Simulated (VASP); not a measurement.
# O (P-3m1) in VASP: single point with LDA

Aim: the single point of O with LDA.

Program: VASP 6.6.1. These are calculated values, not measurements. Logs are shortened: lines on timing, memory, paths and dates and some standing lists are left out, and cuts for length are marked.

### 1 The cell of the first run

The structure is trigonal, space group P-3m1 (No. 164). The conventional cell has a = 3.840 Å, b = 3.840 Å, c = 4.441 Å, α = 90.00°, β = 90.00°, γ = 120.00°. Within 3.8 Å of O (site symmetry 3m) lie 6 O at 2.91 to 3.38 Å.

### 2 Single point, LDA

Input file INCAR:

```
  PREC = Accurate
  ENCUT = 600
  EDIFF = 1E-6
  ISMEAR = 0
  SIGMA = 0.1
  LREAL = False
  LASPH = True
  NELM = 120
  ALGO = Normal
  ISIF = 2
  LWAVE = False
  LCHARG = True
  GGA = CA
  LELF = True
  LVHAR = True
  NBANDS = 13
  GGA_COMPAT = False
```

Input file KPOINTS:

```
regular mesh
0
Gamma
  5 5 4
```

Input file POSCAR:

```
O
1.0
    3.8398220000      0.0000000000      0.0000000000
   -1.9199110000      3.3253830000      0.0000000000
    0.0000000000      0.0000000000      4.4413930000
O
2
Direct
    0.0000000000      0.0000000000      0.7861940000
    0.6666666667      0.3333333333      0.2118940000
```

Potentials or basis: VASP PAW LDA potentials, release 64 (O).

Launch:

```
> cat potpaw_LDA.64/O/POTCAR > POTCAR
> mpirun -np 1 vasp_std > vasp.out
```

OUTCAR:

```text
PREC = Accurate
   ENCUT = 600
   EDIFF = 1E-6
   ISMEAR = 0
   LREAL = False
   LASPH = True
   NELM = 120
   ISIF = 2
   GGA = CA

 ion  position               nearest neighbor table
   1  0.000  0.000  0.786-
   2  0.667  0.333  0.212-

  LATTYP: Found a hexagonal cell.
 ALAT       =     3.8398220000
 C/A-ratio  =     1.1566663767

  Lattice vectors:

 A1 = (   3.8398220000,   0.0000000000,   0.0000000000)
 A2 = (  -1.9199110000,   3.3253830000,   0.0000000000)
 A3 = (   0.0000000000,   0.0000000000,   4.4413930000)

Analysis of symmetry for initial positions (statically):
=====================================================================
 Subroutine PRICEL returns:
 Original cell was already a primitive cell.

 Routine SETGRP: Setting up the symmetry group for a
 hexagonal supercell.

 Subroutine GETGRP returns: Found 12 space group operations
 (whereof  6 operations were pure point group operations)
 out of a pool of 24 trial point group operations.

The static configuration has the point symmetry C_3v.
 The point group associated with its full space group is D_3d.

Analysis of symmetry for dynamics (positions and initial velocities):
=====================================================================
 Subroutine PRICEL returns:
 Original cell was already a primitive cell.

 Routine SETGRP: Setting up the symmetry group for a
 hexagonal supercell.

 Subroutine GETGRP returns: Found 12 space group operations
 (whereof  6 operations were pure point group operations)
 out of a pool of 24 trial point group operations.

The dynamic configuration has the point symmetry C_3v.
 The point group associated with its full space group is D_3d.

 Subroutine INISYM returns: Found 12 space group operations
 (whereof  6 operations are pure point group operations),
 and found     1 'primitive' translations

----------------------------------------------------------------------------------------

                                     Primitive cell

  volume of cell :      56.7116

  direct lattice vectors                    reciprocal lattice vectors
     3.839822000  0.000000000  0.000000000     0.260428739  0.150358620  0.000000000
    -1.919911000  3.325383000  0.000000000     0.000000000  0.300717241  0.000000000
     0.000000000  0.000000000  4.441393000     0.000000000  0.000000000  0.225154586

  length of vectors
     3.839822000  3.839821655  4.441393000     0.300717214  0.300717241  0.225154586

  position of ions in fractional coordinates (direct lattice)
     0.000000000  0.000000000  0.786194000
     0.666666667  0.333333333  0.211894000

  ion indices of the primitive-cell ions
   primitive index   ion index
                 1           1
                 2           2

----------------------------------------------------------------------------------------

 KPOINTS: regular mesh

Automatic generation of k-mesh.
 Grid dimensions read from file:
 generate k-points for:    5    5    4

 Generating k-lattice:

  Cartesian coordinates                     Fractional coordinates (reciprocal lattice)
     0.052085748  0.030071724  0.000000000     0.200000000  0.000000000  0.000000000
     0.000000000  0.060143448  0.000000000     0.000000000  0.200000000  0.000000000
     0.000000000  0.000000000  0.056288646     0.000000000  0.000000000  0.250000000

  Length of vectors
     0.060143443  0.060143448  0.056288646

  Shift w.r.t. Gamma in fractional coordinates (k-lattice)
     0.000000000  0.000000000  0.000000000

 Subroutine IBZKPT returns following result:
 ===========================================

 Found     17 irreducible k-points:

 Following reciprocal coordinates:
            Coordinates               Weight
  0.000000  0.000000  0.000000      1.000000
  0.200000  0.000000  0.000000      6.000000
  0.400000  0.000000  0.000000      6.000000
  0.200000  0.200000  0.000000      6.000000
  0.400000  0.200000  0.000000      6.000000
  0.000000  0.000000  0.250000      2.000000
[... 9 lines left out ...]
  0.200000  0.200000  0.500000      6.000000
  0.400000  0.200000  0.500000      6.000000
   k-points           NKPTS =     17   k-points in BZ     NKDIM =     17   number of bands    NBANDS=     13
   number of dos      NEDOS =    301   number of ions     NIONS =      2
   total plane-waves  NPLWV =  36864
   dimension x,y,z NGX =    32 NGY =   32 NGZ =   36
   dimension x,y,z NGXF=    64 NGYF=   64 NGZF=   72
   ions per type =               2
   NGX,Y,Z   is equivalent  to a cutoff of  13.85, 13.85, 13.48 a.u.
   NGXF,Y,Z  is equivalent  to a cutoff of  27.71, 27.71, 26.95 a.u.
 SYSTEM =  unknown system
   PREC   = accura    normal or accurate (medium, high low for compatibility)
   ISTART =      0    job   : 0-new  1-cont  2-samecut
   ICHARG =      2    charge: 1-file 2-atom 10-const
   ISPIN  =      1    spin polarized calculation?
   LNONCOLLINEAR =      F non collinear calculations
   LSORBIT =      F    spin-orbit coupling
   LASPH  =      T    aspherical Exc in radial PAW
   ENCUT  =  600.0 eV  44.10 Ry    6.64 a.u.   7.67  7.67  8.87*2*pi/ulx,y,z
   NELM   =    120;   NELMIN=  2; NELMDL= -5     # of ELM steps
   EDIFF  = 0.1E-05   stopping-criterion for ELM
   LREAL  =      F    real-space projection
   EDIFFG = 0.1E-04   stopping-criterion for IOM
   NSW    =      0    number of steps for IOM
   IBRION =     -1    ionic relax: 0-MD 1-quasi-New 2-CG
   NFREE  =      0    steps in history (QN), initial steepest desc. (CG)
   ISIF   =      2    stress and relaxation
   ISYM   =      2    0-nonsym 1-usesym 2-fastsym
   POTIM  = 0.5000    time-step for ionic-motion
   TEBEG  =    0.0;   TEEND  =   0.0 temperature during run
   PSTRESS=    0.0 pullay stress
   NELECT =      12.0000    total number of electrons
   NUPDOWN=      -1.0000    fix difference up-down
   EMIN   =  10.00;   EMAX   =-10.00  energy-range for DOS
   EFERMI =   0.00;   METHOD = LEGACY
   ISMEAR =     0;   SIGMA  =   0.10  broadening in eV -4-tet -1-fermi 0-gaus
   EFERMI_NEDOS =   21; number of points for ismear=-14 and -15
   IALGO  =     38    algorithm
   IMIX   =      4    mixing-type and parameters
     AMIX     =   0.40;   BMIX     =  1.00
     AMIX_MAG =   1.60;   BMIX_MAG =  1.00
  volume/ion in A,a.u.               =      28.36       191.35
  Fermi-wavevector in a.u.,A,eV,Ry     =   0.975539  1.843501 12.948340  0.951676
  Thomas-Fermi vector in A             =   2.106086
   LORBIT       =      0    0 simple, 1 ext, 2 COOP (PROOUT), +10 PAW based schemes
   GGA     = CA    functional components
   LHFCALC =     F    Hartree Fock is set to
   AEXX    =    0.0000 exact exchange contribution
   IVDW    =     0    specifies the selected vdW correction
   LEPSILON=     F    determine dielectric tensor
   LRPA    =     F    only Hartree local field effects (RPA)
 non-spin polarized calculation
 Gauss-broadening in eV      SIGMA  =   0.10
  energy-cutoff  :      600.00
  volume of cell :       56.71
 maximum number of plane-waves:      1914
 NGX is ok and might be reduce to    32
   NGX = 15   NGY = 15   NGZ = 17

 number of electron      12.0000000 magnetization

 Free energy of the ion-electron system (eV)
  ---------------------------------------------------
  ext. energy  EPLUGINS =         0.00000000
  ---------------------------------------------------
  free energy    TOTEN  =        -2.00909547 eV

  energy without entropy =       -1.94176603  energy(sigma->0) =       -1.97543075

 E-fermi :  -6.6724     XC(G=0):  -6.6785

 val. band max:       -6.6748345974   @ k =   0.2000   0.0000   0.5000
 cond. band min:      -6.6671736176   @ k =   0.2000   0.0000   0.5000
 fundamental gap:      0.0076609798
 Fermi energy:        -6.6723829561

 k-point     1 :       0.0000    0.0000    0.0000
  band No.  band energies     occupation
      1     -21.8647      2.00000
      2     -21.3155      2.00000
      3      -7.6118      2.00000
      4      -7.0445      2.00000
      5      -7.0445      2.00000
      6      -6.5692      0.14432
      7      -6.5692      0.14432
      8      -6.4401      0.00102
      9       1.3757      0.00000
     10       6.9328      0.00000
     11       8.8508      0.00000
     12      11.4570      0.00000
     13      11.4570      0.00000

 k-point     2 :       0.2000    0.0000    0.0000
  band No.  band energies     occupation
      1     -21.8038      2.00000
      2     -21.3466      2.00000
      3      -7.5232      2.00000
      4      -7.2092      2.00000
      5      -7.1349      2.00000
      6      -6.7169      1.47119
      7      -6.5332      0.04900
      8      -6.4857      0.00830
      9       2.0797      0.00000
     10       7.2999      0.00000
     11       8.5008      0.00000
     12       9.3454      0.00000
     13      11.3852      0.00000

 k-point     3 :       0.4000    0.0000    0.0000
  band No.  band energies     occupation
      1     -21.6713      2.00000
      2     -21.4305      2.00000
      3      -7.5177      2.00000
      4      -7.3394      2.00000
      5      -7.2575      2.00000
      6      -6.8252      1.96927
      7      -6.6495      0.74606
      8      -6.4979      0.01359
      9       3.7831      0.00000
     10       6.0375      0.00000
     11       7.8496      0.00000
     12       9.5287      0.00000
     13      11.2590      0.00000
[... 193 lines left out ...]
 k-point    16 :       0.2000    0.2000    0.5000
  band No.  band energies     occupation
      1     -21.6326      2.00000
      2     -21.4702      2.00000
      3      -7.6351      2.00000
      4      -7.6008      2.00000
      5      -7.1479      2.00000
      6      -6.7308      1.59121
      7      -6.5106      0.02216
      8      -6.4806      0.00668
      9       4.6423      0.00000
     10       5.3335      0.00000
     11       8.3111      0.00000
     12       8.3272      0.00000
     13      10.4632      0.00000

 k-point    17 :       0.4000    0.2000    0.5000
  band No.  band energies     occupation
      1     -21.5680      2.00000
      2     -21.5066      2.00000
      3      -7.7308      2.00000
      4      -7.6676      2.00000
      5      -7.2666      2.00000
      6      -6.7861      1.89225
      7      -6.4515      0.00179
      8      -6.4131      0.00025
      9       5.8665      0.00000
     10       6.3289      0.00000
     11       6.8138      0.00000
     12       7.5584      0.00000
     13       9.5146      0.00000

------------------------ aborting loop because EDIFF is reached ----------------------------------------

  FORCE on cell =-STRESS in cart. coord.  units (eV):
  Direction    XX          YY          ZZ          XY          YZ          ZX
  --------------------------------------------------------------------------------------
  -------------------------------------------------------------------------------------
  Total       -2.6577681     -2.6577675     -4.2830953      0.0000000      0.0000000      0.0000000
  in kB      -75.0854352    -75.0854172   -121.0030584      0.0000000      0.0000000      0.0000000
  external PRESSURE =     -90.3913036 kB  Pullay stress =       0.0000000 kB

 VOLUME and BASIS-vectors are now :
 -----------------------------------------------------------------------------
  energy-cutoff  :      600.00
  volume of cell :       56.71
      direct lattice vectors                 reciprocal lattice vectors
     3.839822000  0.000000000  0.000000000     0.260428739  0.150358620  0.000000000
    -1.919911000  3.325383000  0.000000000     0.000000000  0.300717241  0.000000000
     0.000000000  0.000000000  4.441393000     0.000000000  0.000000000  0.225154586

 POSITION                                       TOTAL-FORCE (eV/Angst)
 -----------------------------------------------------------------------------------
      0.00000      0.00000      3.49180        -0.000000      0.000000      1.072150
      1.91991      1.10846      0.94110         0.000000     -0.000000     -1.072150
 -----------------------------------------------------------------------------------
    total drift:                               -0.000001      0.000000     -0.000021

  FREE ENERGIE OF THE ION-ELECTRON SYSTEM (eV)
  ---------------------------------------------------
  free  energy   TOTEN  =        -2.0090954745 eV

  energy  without entropy=       -1.9417660250  energy(sigma->0) =       -1.97543075
```

It took 12 s on 1 thread of Intel Xeon 8259CL, shared host; peak memory 0.15 GiB.

Results:

- Free energy: -2.0091 eV
- Pressure: -9.0 GPa
- Largest force: 1.072 eV/Å
- Band gap on the k mesh: zero (band 6 reaches -6.57 eV, above the bottom of band 7 at -6.74 eV)

Forces in eV/Å, atoms in the order of the input:
```
O    0.000  0.000  1.072
O    0.000  0.000 -1.072
```

Levels at points of the mesh, in eV from the Fermi level:
| k point | band 3 | band 4 | band 5 | band 6 | band 7 | band 8 | band 9 | band 10 |
| --- | --- | --- | --- | --- | --- | --- | --- | --- |
| (0.00, 0.00, 0.00) | -0.94 | -0.37 | -0.37 | 0.10 | 0.10 | 0.23 | 8.05 | 13.61 |
| (0.00, 0.00, 0.50) | -0.56 | -0.39 | -0.27 | -0.27 | 0.01 | 0.01 | 9.98 | 10.46 |

Caveat: the k points lie up to 0.38 Å⁻¹ apart; forces of over 1 eV/Å act on the atoms, so gaps and moduli don't describe the material at rest.
